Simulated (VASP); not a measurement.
# CuI (Pm-3m) in VASP: single point with PBE

Aim: the single point of CuI with PBE.

Everything below comes from runs of VASP 6.6.1. Logs are shortened: lines on timing, memory, paths and dates and some standing lists are left out, and cuts for length are marked.

### Step 1. The cell of the first run

It takes space group Pm-3m (No. 221, cubic). Conventional cell: a = 3.748 Å, b = 3.748 Å, c = 3.748 Å, α = 90.00°, β = 90.00°, γ = 90.00°. I (site symmetry m-3m) has 8 Cu at 3.25 Å and 6 I at 3.75 Å within 4.3 Å. Within 4.3 Å of Cu (site symmetry m-3m) lie 8 I at 3.25 Å and 6 Cu at 3.75 Å.

### Step 2. Single point, PBE

File INCAR:

```
SYSTEM = CuI
PREC = Accurate
ENCUT = 600
EDIFF = 1E-6
ISMEAR = -1
SIGMA = 0.1
LREAL = .False.
LASPH = .True.
NELM = 120
ALGO = Normal
ISIF = 2
LWAVE = .False.
LCHARG = .True.
GGA = PE
LELF = .True.
LVHAR = .True.
NBANDS = 16
GGA_COMPAT = .False.
```

File KPOINTS:

```
Automatic mesh
0
Gamma
  9 9 9
  0 0 0
```

File POSCAR:

```
CuI
1.0
    3.7479980000      0.0000000000      0.0000000000
    0.0000000000      3.7479980000      0.0000000000
    0.0000000000      0.0000000000      3.7479980000
I Cu
1 1
Direct
    0.0000000000      0.0000000000      0.0000000000
    0.5000000000      0.5000000000      0.5000000000
```

Potentials or basis: VASP PAW PBE potentials, release 64 (I, Cu).

On the command line:

```
$ cat potpaw_PBE.64/I/POTCAR potpaw_PBE.64/Cu/POTCAR > POTCAR
$ mpirun -np 1 vasp_std > vasp.out
```

OUTCAR:

```text
SYSTEM = CuI
   PREC = Accurate
   ENCUT = 600
   EDIFF = 1E-6
   ISMEAR = -1
   LREAL = .False.
   LASPH = .True.
   NELM = 120
   ISIF = 2
   GGA = PE

 ion  position               nearest neighbor table
   1  0.000  0.000  0.000-
   2  0.500  0.500  0.500-

  LATTYP: Found a simple cubic cell.
 ALAT       =     3.7479980000

  Lattice vectors:

 A1 = (   3.7479980000,   0.0000000000,   0.0000000000)
 A2 = (   0.0000000000,   3.7479980000,   0.0000000000)
 A3 = (   0.0000000000,   0.0000000000,   3.7479980000)

Analysis of symmetry for initial positions (statically):
=====================================================================
 Subroutine PRICEL returns:
 Original cell was already a primitive cell.

 Routine SETGRP: Setting up the symmetry group for a
 simple cubic supercell.

 Subroutine GETGRP returns: Found 48 space group operations
 (whereof 48 operations were pure point group operations)
 out of a pool of 48 trial point group operations.

The static configuration has the point symmetry O_h .

Analysis of symmetry for dynamics (positions and initial velocities):
=====================================================================
 Subroutine PRICEL returns:
 Original cell was already a primitive cell.

 Routine SETGRP: Setting up the symmetry group for a
 simple cubic supercell.

 Subroutine GETGRP returns: Found 48 space group operations
 (whereof 48 operations were pure point group operations)
 out of a pool of 48 trial point group operations.

The dynamic configuration has the point symmetry O_h .

 Subroutine INISYM returns: Found 48 space group operations
 (whereof 48 operations are pure point group operations),
 and found     1 'primitive' translations

----------------------------------------------------------------------------------------

                                     Primitive cell

  volume of cell :      52.6500

  direct lattice vectors                    reciprocal lattice vectors
     3.747998000  0.000000000  0.000000000     0.266809107  0.000000000  0.000000000
     0.000000000  3.747998000  0.000000000     0.000000000  0.266809107  0.000000000
     0.000000000  0.000000000  3.747998000     0.000000000  0.000000000  0.266809107

  length of vectors
     3.747998000  3.747998000  3.747998000     0.266809107  0.266809107  0.266809107

  position of ions in fractional coordinates (direct lattice)
     0.000000000  0.000000000  0.000000000
     0.500000000  0.500000000  0.500000000

  ion indices of the primitive-cell ions
   primitive index   ion index
                 1           1
                 2           2

----------------------------------------------------------------------------------------

 KPOINTS: Automatic mesh

Automatic generation of k-mesh.
 Grid dimensions read from file:
 generate k-points for:    9    9    9

 Generating k-lattice:

  Cartesian coordinates                     Fractional coordinates (reciprocal lattice)
     0.029645456  0.000000000  0.000000000     0.111111111  0.000000000  0.000000000
     0.000000000  0.029645456  0.000000000     0.000000000  0.111111111  0.000000000
     0.000000000  0.000000000  0.029645456     0.000000000  0.000000000  0.111111111

  Length of vectors
     0.029645456  0.029645456  0.029645456

  Shift w.r.t. Gamma in fractional coordinates (k-lattice)
     0.000000000  0.000000000  0.000000000

 Subroutine IBZKPT returns following result:
 ===========================================

 Found     35 irreducible k-points:

 Following reciprocal coordinates:
            Coordinates               Weight
  0.000000  0.000000  0.000000      1.000000
  0.111111  0.000000  0.000000      6.000000
  0.222222  0.000000  0.000000      6.000000
  0.333333  0.000000  0.000000      6.000000
  0.444444  0.000000  0.000000      6.000000
  0.111111  0.111111  0.000000     12.000000
[... 16 lines left out ...]
  0.333333  0.333333  0.111111     24.000000
  0.444444  0.333333  0.111111     48.000000
 [... further k-points ...]
   k-points           NKPTS =     35   k-points in BZ     NKDIM =     35   number of bands    NBANDS=     16
   number of dos      NEDOS =    301   number of ions     NIONS =      2
   total plane-waves  NPLWV =  27000
   dimension x,y,z NGX =    30 NGY =   30 NGZ =   30
   dimension x,y,z NGXF=    60 NGYF=   60 NGZF=   60
   ions per type =               1   1
   NGX,Y,Z   is equivalent  to a cutoff of  13.31, 13.31, 13.31 a.u.
   NGXF,Y,Z  is equivalent  to a cutoff of  26.61, 26.61, 26.61 a.u.
 SYSTEM =  CuI
   PREC   = accura    normal or accurate (medium, high low for compatibility)
   ISTART =      0    job   : 0-new  1-cont  2-samecut
   ICHARG =      2    charge: 1-file 2-atom 10-const
   ISPIN  =      1    spin polarized calculation?
   LNONCOLLINEAR =      F non collinear calculations
   LSORBIT =      F    spin-orbit coupling
   LASPH  =      T    aspherical Exc in radial PAW
   ENCUT  =  600.0 eV  44.10 Ry    6.64 a.u.   7.49  7.49  7.49*2*pi/ulx,y,z
   NELM   =    120;   NELMIN=  2; NELMDL= -5     # of ELM steps
   EDIFF  = 0.1E-05   stopping-criterion for ELM
   LREAL  =      F    real-space projection
   EDIFFG = 0.1E-04   stopping-criterion for IOM
   NSW    =      0    number of steps for IOM
   IBRION =     -1    ionic relax: 0-MD 1-quasi-New 2-CG
   NFREE  =      0    steps in history (QN), initial steepest desc. (CG)
   ISIF   =      2    stress and relaxation
   ISYM   =      2    0-nonsym 1-usesym 2-fastsym
   POTIM  = 0.5000    time-step for ionic-motion
   TEBEG  =    0.0;   TEEND  =   0.0 temperature during run
   PSTRESS=    0.0 pullay stress
   NELECT =      18.0000    total number of electrons
   NUPDOWN=      -1.0000    fix difference up-down
   EMIN   =  10.00;   EMAX   =-10.00  energy-range for DOS
   EFERMI =   0.00;   METHOD = LEGACY
   ISMEAR =    -1;   SIGMA  =   0.10  broadening in eV -4-tet -1-fermi 0-gaus
   EFERMI_NEDOS =   21; number of points for ismear=-14 and -15
   IALGO  =     38    algorithm
   IMIX   =      4    mixing-type and parameters
     AMIX     =   0.40;   BMIX     =  1.00
     AMIX_MAG =   1.60;   BMIX_MAG =  1.00
  volume/ion in A,a.u.               =      26.32       177.65
  Fermi-wavevector in a.u.,A,eV,Ry     =   1.144721  2.163209 17.828886  1.310386
  Thomas-Fermi vector in A             =   2.281412
   LORBIT       =      0    0 simple, 1 ext, 2 COOP (PROOUT), +10 PAW based schemes
   GGA     = PE    functional components
   LHFCALC =     F    Hartree Fock is set to
   AEXX    =    0.0000 exact exchange contribution
   IVDW    =     0    specifies the selected vdW correction
   LEPSILON=     F    determine dielectric tensor
   LRPA    =     F    only Hartree local field effects (RPA)
 non-spin polarized calculation
  energy-cutoff  :      600.00
  volume of cell :       52.65
 maximum number of plane-waves:      1791
 NGX is ok and might be reduce to    30
   NGX = 15   NGY = 15   NGZ = 15

 number of electron      18.0000020 magnetization

 Free energy of the ion-electron system (eV)
  ---------------------------------------------------
  ext. energy  EPLUGINS =         0.00000000
  ---------------------------------------------------
  free energy    TOTEN  =        -4.12429392 eV

  energy without entropy =       -4.09441900  energy(sigma->0) =       -4.10935646

 E-fermi :   4.8070     XC(G=0):  -9.5762

 val. band max:        4.8019345791   @ k =   0.4444   0.4444   0.1111
 cond. band min:       5.0632640243   @ k =   0.4444   0.4444   0.2222
 fundamental gap:      0.2613294452
 Fermi energy:         4.8070070855

 k-point     1 :       0.0000    0.0000    0.0000
  band No.  band energies     occupation
      1      -8.5913      2.00000
      2       3.0575      2.00000
      3       3.0575      2.00000
      4       3.3360      2.00000
      5       3.3360      2.00000
      6       3.3360      2.00000
[... 8 lines left out ...]
     15      14.5162      0.00000
     16      17.7643      0.00000

 k-point     2 :       0.1111    0.0000    0.0000
  band No.  band energies     occupation
      1      -8.5286      2.00000
      2       2.2399      2.00000
      3       3.0668      2.00000
      4       3.1126      2.00000
      5       3.1126      2.00000
      6       3.2064      2.00000
[... 8 lines left out ...]
     15      13.9690      0.00000
     16      17.7806      0.00000

 k-point     3 :       0.2222    0.0000    0.0000
  band No.  band energies     occupation
      1      -8.3596      2.00000
      2       0.9345      2.00000
      3       2.9295      2.00000
      4       2.9295      2.00000
      5       3.0904      2.00000
      6       3.3120      2.00000
[... 8 lines left out ...]
     15      13.8024      0.00000
     16      16.5911      0.00000

 k-point     4 :       0.3333    0.0000    0.0000
  band No.  band energies     occupation
      1      -8.1463      2.00000
      2      -0.1228      2.00000
      3       2.8109      2.00000
      4       2.8109      2.00000
      5       3.1174      2.00000
      6       3.4153      2.00000
[... 8 lines left out ...]
     15      15.3177      0.00000
     16      15.6551      0.00000

 k-point     5 :       0.4444    0.0000    0.0000
  band No.  band energies     occupation
      1      -7.9918      2.00000
      2      -0.7181      2.00000
      3       2.7527      2.00000
      4       2.7527      2.00000
      5       3.1351      2.00000
      6       3.4185      2.00000
[... 8 lines left out ...]
     15      14.5490      0.00000
     16      18.2845      0.00000

 k-point     6 :       0.1111    0.1111    0.0000
  band No.  band energies     occupation
      1      -8.4666      2.00000
      2       2.0501      2.00000
      3       2.5675      2.00000
      4       3.0506      2.00000
      5       3.1199      2.00000
      6       3.3914      2.00000
[... 8 lines left out ...]
     15      14.4000      0.00000
     16      16.7794      0.00000
[... 267 lines left out ...]
 k-point    21 :       0.3333    0.2222    0.1111
  band No.  band energies     occupation
      1      -7.8844      2.00000
      2       0.3257      2.00000
      3       1.7925      2.00000
      4       2.6996      2.00000
      5       3.2063      2.00000
      6       3.3314      2.00000
[... 8 lines left out ...]
     15      15.0231      0.00000
     16      16.6644      0.00000

 k-point    22 :       0.4444    0.2222    0.1111
  band No.  band energies     occupation
      1      -7.7422      2.00000
      2      -0.2007      2.00000
      3       1.9637      2.00000
      4       2.8058      2.00000
      5       3.1982      2.00000
      6       3.3401      2.00000
[... 8 lines left out ...]
     15      15.0759      0.00000
     16      16.4725      0.00000

 k-point    23 :       0.3333    0.3333    0.1111
  band No.  band energies     occupation
      1      -7.6985      2.00000
      2       0.5416      2.00000
      3       1.0647      2.00000
      4       2.8226      2.00000
      5       3.2167      2.00000
      6       3.3334      2.00000
[... 8 lines left out ...]
     15      15.5604      0.00000
     16      16.2396      0.00000

 k-point    24 :       0.4444    0.3333    0.1111
  band No.  band energies     occupation
      1      -7.5659      2.00000
      2       0.2319      2.00000
      3       1.1550      2.00000
      4       2.9525      2.00000
      5       3.1838      2.00000
      6       3.3306      2.00000
[... 8 lines left out ...]
     15      15.5931      0.00000
     16      15.6969      0.00000

 [... further k-points ...]
[... 5 lines left out ...]
  --------------------------------------------------------------------------------------
  -------------------------------------------------------------------------------------
  Total       -0.7686564     -0.7686564     -0.7686564      0.0000000      0.0000000     -0.0000000
  in kB      -23.3907829    -23.3907829    -23.3907829      0.0000000      0.0000000     -0.0000000
  external PRESSURE =     -23.3907829 kB  Pullay stress =       0.0000000 kB

 VOLUME and BASIS-vectors are now :
 -----------------------------------------------------------------------------
  energy-cutoff  :      600.00
  volume of cell :       52.65
      direct lattice vectors                 reciprocal lattice vectors
     3.747998000  0.000000000  0.000000000     0.266809107  0.000000000  0.000000000
     0.000000000  3.747998000  0.000000000     0.000000000  0.266809107  0.000000000
     0.000000000  0.000000000  3.747998000     0.000000000  0.000000000  0.266809107

 POSITION                                       TOTAL-FORCE (eV/Angst)
 -----------------------------------------------------------------------------------
      0.00000      0.00000      0.00000         0.000000      0.000000      0.000000
      1.87400      1.87400      1.87400         0.000000      0.000000      0.000000
 -----------------------------------------------------------------------------------
    total drift:                                0.000000      0.000000      0.000000

  FREE ENERGIE OF THE ION-ELECTRON SYSTEM (eV)
  ---------------------------------------------------
  free  energy   TOTEN  =        -4.1242939198 eV

  energy  without entropy=       -4.0944190004  energy(sigma->0) =       -4.10935646
```

Wall time 50 s (1 thread of Intel Xeon 8259CL, shared host); peak memory 0.19 GiB.

What came out:

* Free energy: -4.1243 eV
* Pressure: -2.3 GPa
* Band gap on the k mesh: zero (bands 9 and 10 overlap by 0.42 eV)

Caveat: semilocal functionals underestimate gaps, and a narrow one can read as zero; spin-orbit coupling is left out, which moves the levels of the heavy elements.

The gap in the log of VASP goes by the Fermi energy; the results here count the filled bands.